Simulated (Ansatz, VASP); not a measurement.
Cu: VASP beside Ansatz

INCAR

```
SYSTEM = Cu
PREC = Accurate ; ENCUT = 520
EDIFF = 1E-6 ; ISMEAR = 0
SIGMA = 0.15 ; LREAL = .False.
LASPH = .True. ; NELM = 80
ALGO = Normal ; ISIF = 2
LWAVE = .False. ; LCHARG = .False.
GGA = PS ; NBANDS = 12
```

The input KPOINTS:

```
Automatic mesh
0
Gamma
  22 22 22
  0 0 0
```

POSCAR

```
Cu
1.0
    0.0000000000      1.8617250000      1.8075000000
    1.8617250000      0.0000000000      1.8075000000
    1.8617250000      1.8617250000      0.0000000000
Cu
1
Direct
    0.0000000000      0.0000000000      0.0000000000
```

Input for Ansatz:

```yaml
crystal:
  lattice:
    - [0.0, 1.861725, 1.8075]
    - [1.861725, 0.0, 1.8075]
    - [1.861725, 1.861725, 0.0]
  atoms:
    - { symbol: Cu, position: [0.0, 0.0, 0.0] }
basis:
  ecutwfc: 420
kpoints:
  mp_grid: { grid: [22, 22, 22] }
hamiltonian:
  xc: pbesol
scf:
  occupations: { method: gaussian, width: 0.15 }
output:
  forces: true
  stress: true
  eigenvalues: true
```

Change from the starting cell: strain +0.030 along x and y, +0.000 along z, atoms carried along.

Alike in both runs: task single point; functional PBEsol; k mesh 22 × 22 × 22; occupations gaussian, width 0.15 eV; no spin polarisation.

|  | VASP | Ansatz |
| --- | --- | --- |
| version | VASP 6.6.1 | Ansatz 0.2.0 |
| potentials or method | VASP PAW PBE potentials, release 64 (Cu), cutoff 520 eV | scalar-relativistic, plane waves, PAW |
| valence electrons in the cell | 11 | 19 |

VASP gave:

* gap on the k mesh at the Fermi level (eV): none
* pressure (GPa): -12.6
* traceless stress, the component that is largest in VASP (GPa): 0.89

Q: What did Ansatz give for the same quantities?

A: gap on the k mesh at the Fermi level (eV): none; pressure (GPa): -13.3; traceless stress, the component that is largest in VASP (GPa): 0.90.

VASP's potentials were made for PBE, not for PBEsol. A gap of «none» marks a metal or a gap that the smearing closes. VASP's potentials hold 11 valence electrons a cell and Ansatz's 19, so a difference there can come from the potentials and not from the codes.
